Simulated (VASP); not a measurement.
# Rh (P6_3/mmc) in VASP: notebook

The runs below take Rh through single point, with revPBE.

Everything below comes from runs of VASP 6.6.1. Logs are shortened: lines on timing, memory, paths and dates and some standing lists are left out, and cuts for length are marked.

### 1 The cell of the first run

The structure is hexagonal, space group P6_3/mmc (No. 194). The conventional cell has a = 2.663 Å, b = 2.663 Å, c = 4.290 Å, α = 90.00°, β = 90.00°, γ = 120.00°. Rh (site symmetry -6m2) has 12 Rh at 2.64 to 2.66 Å within 3.5 Å.

### 2 Single point, revPBE (volume scaled by 0.92)

INCAR reads:

```
PREC     = Accurate       # precision mode
ENCUT    = 520            # plane-wave cutoff, eV
EDIFF    = 1E-7           # SCF threshold, eV
ISMEAR   = -1             # smearing method
SIGMA    = 0.1            # smearing width, eV
LREAL    = False          # projectors in reciprocal space
LASPH    = True           # aspherical terms in the spheres
NELM     = 100            # most SCF steps
ALGO     = Normal         # electronic algorithm
ISIF     = 2              # what is computed and relaxed
LWAVE    = False          # write WAVECAR
LCHARG   = False          # write CHGCAR
GGA      = RE             # functional
NBANDS   = 22             # bands
```

KPOINTS reads:

```
regular mesh
0
Gamma
  15 15 8
```

POSCAR reads:

```
Rh
1.0
    2.6627996264      0.0000000000      0.0000000000
   -1.3313998132      2.3060521217      0.0000000000
    0.0000000000      0.0000000000      4.2899944663
Rh
2
Direct
    0.3333333333      0.6666666667      0.2500000000
    0.6666666667      0.3333333333      0.7500000000
```

Potentials or basis: VASP PAW PBE potentials, release 64 (Rh_pv).

Launch:

```sh
> cat potpaw_PBE.64/Rh_pv/POTCAR > POTCAR
> mpirun -np 1 vasp_std > vasp.out
```

OUTCAR:

```text
PREC = Accurate
   ENCUT = 520
   EDIFF = 1E-7
   ISMEAR = -1
   LREAL = False
   LASPH = True
   NELM = 100
   ISIF = 2
   GGA = RE

 ion  position               nearest neighbor table
   1  0.333  0.667  0.250-   2 2.64   2 2.64   2 2.64   2 2.64   2 2.64   2 2.64
   2  0.667  0.333  0.750-   1 2.64   1 2.64   1 2.64   1 2.64   1 2.64   1 2.64

  LATTYP: Found a hexagonal cell.
 ALAT       =     2.6627996264
 C/A-ratio  =     1.6110842227

  Lattice vectors:

 A1 = (   2.6627996264,   0.0000000000,   0.0000000000)
 A2 = (  -1.3313998132,   2.3060521217,   0.0000000000)
 A3 = (   0.0000000000,   0.0000000000,   4.2899944663)

Analysis of symmetry for initial positions (statically):
=====================================================================
 Subroutine PRICEL returns:
 Original cell was already a primitive cell.

 Routine SETGRP: Setting up the symmetry group for a
 hexagonal supercell.

 Subroutine GETGRP returns: Found 24 space group operations
 (whereof 12 operations were pure point group operations)
 out of a pool of 24 trial point group operations.

The static configuration has the point symmetry D_3d.
 The point group associated with its full space group is D_6h.

Analysis of symmetry for dynamics (positions and initial velocities):
=====================================================================
 Subroutine PRICEL returns:
 Original cell was already a primitive cell.

 Routine SETGRP: Setting up the symmetry group for a
 hexagonal supercell.

 Subroutine GETGRP returns: Found 24 space group operations
 (whereof 12 operations were pure point group operations)
 out of a pool of 24 trial point group operations.

The dynamic configuration has the point symmetry D_3d.
 The point group associated with its full space group is D_6h.

 Subroutine INISYM returns: Found 24 space group operations
 (whereof 12 operations are pure point group operations),
 and found     1 'primitive' translations

----------------------------------------------------------------------------------------

                                     Primitive cell

  volume of cell :      26.3429

  direct lattice vectors                    reciprocal lattice vectors
     2.662799626  0.000000000  0.000000000     0.375544592  0.216820771  0.000000000
    -1.331399813  2.306052122  0.000000000     0.000000000  0.433641543  0.000000000
     0.000000000  0.000000000  4.289994466     0.000000000  0.000000000  0.233100534

  length of vectors
     2.662799626  2.662799626  4.289994466     0.433641543  0.433641543  0.233100534

  position of ions in fractional coordinates (direct lattice)
     0.333333333  0.666666667  0.250000000
     0.666666667  0.333333333  0.750000000

  ion indices of the primitive-cell ions
   primitive index   ion index
                 1           1
                 2           2

----------------------------------------------------------------------------------------

 KPOINTS: regular mesh

Automatic generation of k-mesh.
 Grid dimensions read from file:
 generate k-points for:   15   15    8

 Generating k-lattice:

  Cartesian coordinates                     Fractional coordinates (reciprocal lattice)
     0.025036306  0.014454718  0.000000000     0.066666667 -0.000000000  0.000000000
     0.000000000  0.028909436  0.000000000     0.000000000  0.066666667  0.000000000
     0.000000000  0.000000000  0.029137567     0.000000000  0.000000000  0.125000000

  Length of vectors
     0.028909436  0.028909436  0.029137567

  Shift w.r.t. Gamma in fractional coordinates (k-lattice)
     0.000000000  0.000000000  0.000000000

 Subroutine IBZKPT returns following result:
 ===========================================

 Found    135 irreducible k-points:

 Following reciprocal coordinates:
            Coordinates               Weight
  0.000000  0.000000  0.000000      1.000000
  0.066667  0.000000  0.000000      6.000000
  0.133333  0.000000  0.000000      6.000000
  0.200000  0.000000  0.000000      6.000000
  0.266667  0.000000  0.000000      6.000000
  0.333333  0.000000  0.000000      6.000000
[... 16 lines left out ...]
  0.333333  0.200000  0.000000     12.000000
  0.400000  0.200000  0.000000      6.000000
 [... further k-points ...]
   k-points           NKPTS =    135   k-points in BZ     NKDIM =    135   number of bands    NBANDS=     22
   number of dos      NEDOS =    301   number of ions     NIONS =      2
   total plane-waves  NPLWV =  12800
   dimension x,y,z NGX =    20 NGY =   20 NGZ =   32
   dimension x,y,z NGXF=    40 NGYF=   40 NGZF=   64
   ions per type =               2
   NGX,Y,Z   is equivalent  to a cutoff of  12.49, 12.49, 12.40 a.u.
   NGXF,Y,Z  is equivalent  to a cutoff of  24.97, 24.97, 24.80 a.u.
 SYSTEM =  unknown system
   PREC   = accura    normal or accurate (medium, high low for compatibility)
   ISTART =      0    job   : 0-new  1-cont  2-samecut
   ICHARG =      2    charge: 1-file 2-atom 10-const
   ISPIN  =      1    spin polarized calculation?
   LNONCOLLINEAR =      F non collinear calculations
   LSORBIT =      F    spin-orbit coupling
   LASPH  =      T    aspherical Exc in radial PAW
   ENCUT  =  520.0 eV  38.22 Ry    6.18 a.u.   4.95  4.95  7.98*2*pi/ulx,y,z
   NELM   =    100;   NELMIN=  2; NELMDL= -5     # of ELM steps
   EDIFF  = 0.1E-06   stopping-criterion for ELM
   LREAL  =      F    real-space projection
   EDIFFG = 0.1E-05   stopping-criterion for IOM
   NSW    =      0    number of steps for IOM
   IBRION =     -1    ionic relax: 0-MD 1-quasi-New 2-CG
   NFREE  =      0    steps in history (QN), initial steepest desc. (CG)
   ISIF   =      2    stress and relaxation
   ISYM   =      2    0-nonsym 1-usesym 2-fastsym
   POTIM  = 0.5000    time-step for ionic-motion
   TEBEG  =    0.0;   TEEND  =   0.0 temperature during run
   PSTRESS=    0.0 pullay stress
   NELECT =      30.0000    total number of electrons
   NUPDOWN=      -1.0000    fix difference up-down
   EMIN   =  10.00;   EMAX   =-10.00  energy-range for DOS
   EFERMI =   0.00;   METHOD = LEGACY
   ISMEAR =    -1;   SIGMA  =   0.10  broadening in eV -4-tet -1-fermi 0-gaus
   EFERMI_NEDOS =   21; number of points for ismear=-14 and -15
   IALGO  =     38    algorithm
   IMIX   =      4    mixing-type and parameters
     AMIX     =   0.40;   BMIX     =  1.00
     AMIX_MAG =   1.60;   BMIX_MAG =  1.00
  volume/ion in A,a.u.               =      13.17        88.89
  Fermi-wavevector in a.u.,A,eV,Ry     =   1.709597  3.230670 39.766056  2.922723
  Thomas-Fermi vector in A             =   2.788052
   LORBIT       =      0    0 simple, 1 ext, 2 COOP (PROOUT), +10 PAW based schemes
   GGA     = RE    functional components
   LHFCALC =     F    Hartree Fock is set to
   AEXX    =    0.0000 exact exchange contribution
   IVDW    =     0    specifies the selected vdW correction
   LEPSILON=     F    determine dielectric tensor
   LRPA    =     F    only Hartree local field effects (RPA)
 non-spin polarized calculation
  energy-cutoff  :      520.00
  volume of cell :       26.34
 maximum number of plane-waves:       732
 NGX is ok and might be reduce to    20
   NGX =  9   NGY =  9   NGZ = 15

 number of electron      29.9999993 magnetization

 Free energy of the ion-electron system (eV)
  ---------------------------------------------------
  ext. energy  EPLUGINS =         0.00000000
  ---------------------------------------------------
  free energy    TOTEN  =       -13.32081232 eV

  energy without entropy =      -13.21835451  energy(sigma->0) =      -13.26958342

 E-fermi :  12.8609     XC(G=0): -14.2412

 val. band max:       12.8584925275   @ k =   0.2667   0.0667   0.3750
 cond. band min:      12.8701144812   @ k =   0.2667   0.2000   0.3750
 fundamental gap:      0.0116219537
 Fermi energy:        12.8608672290

 k-point     1 :       0.0000    0.0000    0.0000
  band No.  band energies     occupation
      1     -34.5489      2.00000
      2     -33.7897      2.00000
      3     -33.7897      2.00000
      4     -33.6729      2.00000
      5     -33.6641      2.00000
      6     -33.6641      2.00000
[... 14 lines left out ...]
     21      31.0911      0.00000
     22      31.7389      0.00000

 k-point     2 :       0.0667    0.0000    0.0000
  band No.  band energies     occupation
      1     -34.5369      2.00000
      2     -33.8167      2.00000
      3     -33.7985      2.00000
      4     -33.6922      2.00000
      5     -33.6779      2.00000
      6     -33.6683      2.00000
[... 14 lines left out ...]
     21      31.2790      0.00000
     22      31.9150      0.00000

 k-point     3 :       0.1333    0.0000    0.0000
  band No.  band energies     occupation
      1     -34.5019      2.00000
      2     -33.8930      2.00000
      3     -33.8230      2.00000
      4     -33.7707      2.00000
      5     -33.6932      2.00000
      6     -33.6804      2.00000
[... 14 lines left out ...]
     21      31.7269      0.00000
     22      31.9611      0.00000

 k-point     4 :       0.2000    0.0000    0.0000
  band No.  band energies     occupation
      1     -34.4472      2.00000
      2     -34.0055      2.00000
      3     -33.8839      2.00000
      4     -33.8581      2.00000
      5     -33.7189      2.00000
      6     -33.6990      2.00000
[... 14 lines left out ...]
     21      31.3355      0.00000
     22      31.6093      0.00000

 k-point     5 :       0.2667    0.0000    0.0000
  band No.  band energies     occupation
      1     -34.3780      2.00000
      2     -34.1349      2.00000
      3     -34.0108      2.00000
      4     -33.8973      2.00000
      5     -33.7546      2.00000
      6     -33.7213      2.00000
[... 417 lines left out ...]
 k-point    22 :       0.2667    0.2000    0.0000
  band No.  band energies     occupation
      1     -34.2736      2.00000
      2     -34.2097      2.00000
      3     -34.2092      2.00000
      4     -34.0074      2.00000
      5     -33.8721      2.00000
      6     -33.8598      2.00000
[... 14 lines left out ...]
     21      23.9222      0.00000
     22      28.8721      0.00000

 k-point    23 :       0.3333    0.2000    0.0000
  band No.  band energies     occupation
      1     -34.3291      2.00000
      2     -34.2152      2.00000
      3     -34.1436      2.00000
      4     -34.0659      2.00000
      5     -33.9093      2.00000
      6     -33.9026      2.00000
[... 14 lines left out ...]
     21      25.0045      0.00000
     22      28.3776      0.00000

 k-point    24 :       0.4000    0.2000    0.0000
  band No.  band energies     occupation
      1     -34.3485      2.00000
      2     -34.2116      2.00000
      3     -34.1118      2.00000
      4     -34.0926      2.00000
      5     -33.9354      2.00000
      6     -33.9130      2.00000
[... 14 lines left out ...]
     21      25.7306      0.00000
     22      28.0474      0.00000

 [... further k-points ...]
[... 5 lines left out ...]
  --------------------------------------------------------------------------------------
  -------------------------------------------------------------------------------------
  Total        4.0452582      4.0452582      4.1274671      0.0000000      0.0000000      0.0000000
  in kB      246.0325087    246.0325087    251.0324522      0.0000000      0.0000000      0.0000000
  external PRESSURE =     247.6991565 kB  Pullay stress =       0.0000000 kB

 VOLUME and BASIS-vectors are now :
 -----------------------------------------------------------------------------
  energy-cutoff  :      520.00
  volume of cell :       26.34
      direct lattice vectors                 reciprocal lattice vectors
     2.662799626  0.000000000  0.000000000     0.375544592  0.216820771  0.000000000
    -1.331399813  2.306052122  0.000000000     0.000000000  0.433641543  0.000000000
     0.000000000  0.000000000  4.289994466     0.000000000  0.000000000  0.233100534

 POSITION                                       TOTAL-FORCE (eV/Angst)
 -----------------------------------------------------------------------------------
     -0.00000      1.53737      1.07250         0.000000      0.000000      0.000000
      1.33140      0.76868      3.21750        -0.000000     -0.000000      0.000000
 -----------------------------------------------------------------------------------
    total drift:                               -0.000000      0.000000     -0.000000

  FREE ENERGIE OF THE ION-ELECTRON SYSTEM (eV)
  ---------------------------------------------------
  free  energy   TOTEN  =       -13.3208123241 eV

  energy  without entropy=      -13.2183545134  energy(sigma->0) =      -13.26958342
```

Run time: 23 s. Hardware: 1 thread of Intel Xeon 6975P-C (Granite Rapids), shared host; peak memory 0.18 GiB.

Results:

```
Free energy            : -13.3208 eV
Pressure               : 24.8 GPa
Band gap on the k mesh : zero (band 15 reaches 13.56 eV, above the bottom of band 16 at 11.06 eV)
```

Caveat: the cell differs from its parent crystal (volume scaled by 0.92); the PAW data sets were made with another functional, which shifts forces and pressure a little.

### 3 Single point, revPBE (volume scaled by 0.96)

INCAR reads:

```
SYSTEM = Rh
PREC = Accurate ; ENCUT = 520
EDIFF = 1E-7 ; ISMEAR = -1
SIGMA = 0.1 ; LREAL = .False.
LASPH = .True. ; NELM = 100
ALGO = Normal ; ISIF = 2
LWAVE = .False. ; LCHARG = .False.
GGA = RE ; NBANDS = 22
```

KPOINTS reads:

```
regular mesh
0
Gamma
  15 15 8
  0 0 0
```

POSCAR reads:

```
Rh
1.0
    2.7008447612      0.0000000000      0.0000000000
   -1.3504223806      2.3390001749      0.0000000000
    0.0000000000      0.0000000000      4.3512883827
Rh
2
Direct
    0.3333333333      0.6666666667      0.2500000000
    0.6666666667      0.3333333333      0.7500000000
```

Potentials or basis: VASP PAW PBE potentials, release 64 (Rh_pv).

Launch:

```sh
> cat potpaw_PBE.64/Rh_pv/POTCAR > POTCAR
> mpirun -np 1 vasp_std > vasp.out
```

Wall time 23 s (1 thread of Intel Xeon 6975P-C (Granite Rapids), shared host); peak memory 0.18 GiB.

Results (log left out):

* Free energy: -13.4470 eV
* Pressure: 10.9 GPa
* Band gap on the k mesh: zero (band 15 reaches 12.70 eV, above the bottom of band 16 at 10.38 eV)

Stress tensor (GPa, compression positive):
```
10.86  0.00  0.00
 0.00 10.86  0.00
 0.00  0.00 10.95
```

Levels at points of the mesh, in eV from the Fermi level:
```tsv
k point	band 11	band 12	band 13	band 14	band 15	band 16	band 17	band 18	band 19	band 20
(0.00, 0.00, 0.00)	-3.03	-2.49	-2.49	-1.93	-1.93	0.14	0.14	0.79	8.73	15.87
(0.00, 0.00, 0.50)	-3.14	-3.14	-3.14	-3.14	-0.43	-0.43	-0.43	-0.43	14.90	14.90
```

Caveat: the cell differs from its parent crystal (volume scaled by 0.96); the PAW data sets were made with another functional, which shifts forces and pressure a little.

### 4 Single point, revPBE

This run uses another cell than the first one, of 14.32 Å³/atom, 1.087 times its volume.

INCAR reads:

```
SYSTEM = Rh
PREC     = Accurate       ! precision mode
ENCUT    = 520            ! plane-wave cutoff, eV
EDIFF    = 1E-6           ! SCF threshold, eV
ISMEAR   = -1             ! smearing method
SIGMA    = 0.1            ! smearing width, eV
LREAL    = .False.        ! projectors in reciprocal space
LASPH    = .True.         ! aspherical terms in the spheres
NELM     = 60             ! most SCF steps
ALGO     = Normal         ! electronic algorithm
ISIF     = 2              ! what is computed and relaxed
LWAVE    = .False.        ! write WAVECAR
LCHARG   = .False.        ! write CHGCAR
GGA      = RE             ! functional
NBANDS   = 22             ! bands
```

KPOINTS is that of step 3.

POSCAR reads:

```
Rh
1.0
    2.7378472327      0.0000000000      0.0000000000
   -1.3689236163      2.3710452552      0.0000000000
    0.0000000000      0.0000000000      4.4109024808
Rh
2
Direct
    0.3333333333      0.6666666667      0.2500000000
    0.6666666667      0.3333333333      0.7500000000
```

Launch:

```sh
> cat potpaw_PBE.64/Rh_pv/POTCAR > POTCAR
> mpirun -np 1 vasp_std > vasp.out
```

It took 22 s on 1 thread of Intel Xeon 6975P-C (Granite Rapids), shared host; peak memory 0.18 GiB.

It converged, with:

```
Free energy            : -13.4852 eV
Pressure               : 0.0 GPa
Band gap on the k mesh : zero (band 15 reaches 11.92 eV, above the bottom of band 16 at 9.75 eV)
```

Stress tensor (GPa, compression positive):
```
 0.10  0.00  0.00
 0.00  0.10  0.00
 0.00  0.00 -0.11
```

Levels at points of the mesh, in eV from the Fermi level:
| k point | band 12 | band 13 | band 14 | band 15 | band 16 | band 17 | band 18 | band 19 |
| --- | --- | --- | --- | --- | --- | --- | --- | --- |
| (0.00, 0.00, 0.00) | -2.34 | -2.34 | -1.81 | -1.81 | 0.14 | 0.14 | 0.84 | 8.33 |
| (0.00, 0.00, 0.50) | -2.94 | -2.94 | -2.94 | -0.40 | -0.40 | -0.40 | -0.40 | 14.72 |

Caveat: the PAW data sets were made with another functional, which shifts forces and pressure a little.

(Continued in part 2 of 2.)
